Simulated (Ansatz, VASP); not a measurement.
Si: VASP beside Ansatz

```
Si
1.0
     3.62600    0.00000    0.00000
    -1.81300    3.14021    0.00000
     0.00000    0.00000   28.00000
Si
2
Direct
  0.33333 0.66667 0.51786
  0.66667 0.33333 0.48214
```

Alike in both runs: task single point; functional PBE; k mesh 15 × 15 × 1; occupations gaussian, width 0.1 eV; no spin polarisation.

|  | VASP | Ansatz |
| --- | --- | --- |
| version | VASP 6.6.1 | Ansatz 0.2.0 |
| potentials or method | VASP PAW PBE potentials, release 64 (Si), cutoff 520 eV | scalar-relativistic, plane waves, PAW |
| valence electrons in the cell | 8 | 8 |

VASP gave:

* gap on the k mesh at the Fermi level (eV): none
* rms of the force components (eV/Å): 0.712

Estimate Ansatz's values.

gap on the k mesh at the Fermi level (eV): none; rms of the force components (eV/Å): 0.717.

Atom by atom the forces differ by 0.005 eV/Å (rms over components). A gap of «none» marks a metal or a gap that the smearing closes. The functional is the same, so the differences come from potentials, cutoffs and numerics.
